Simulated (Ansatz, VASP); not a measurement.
# Two plane-wave programs on CoH3

```
Co H
1.0
     0.00000    0.00000    2.56752
     4.34117    0.00000    0.00000
    -2.17059    3.75957    0.00000
Co H
2 6
Cartesian
  0.0000 2.5064 0.6419
  2.1706 1.2532 1.9256
  1.1538 2.6120 1.9256
  -0.4855 1.4543 1.9256
  -0.6684 3.4528 1.9256
  1.0168 1.1476 0.6419
  2.6561 2.3052 0.6419
  2.8390 0.3067 0.6419
```

Alike in both runs: task single point; functional PBE; k mesh 8 × 6 × 6; occupations gaussian, width 0.2 eV; no spin polarisation.

|  | VASP | Ansatz |
| --- | --- | --- |
| version | VASP 6.6.1 | Ansatz 0.2.0 |
| potentials or method | VASP PAW PBE potentials, release 64 (Co, H), cutoff 520 eV | scalar-relativistic, plane waves, PAW |
| valence electrons in the cell | 24 | 40 |

Ansatz gave:

```
gap on the k mesh at the Fermi level (eV) : none
pressure (GPa)                            : 0.1
```

Task: Which values does VASP return?

Result: gap on the k mesh at the Fermi level (eV): none; pressure (GPa): -0.2.

A gap of «none» marks a metal or a gap that the smearing closes. The functional is the same, so the differences come from potentials, cutoffs and numerics. VASP's potentials hold 24 valence electrons a cell and Ansatz's 40, so a difference there can come from the potentials and not from the codes.
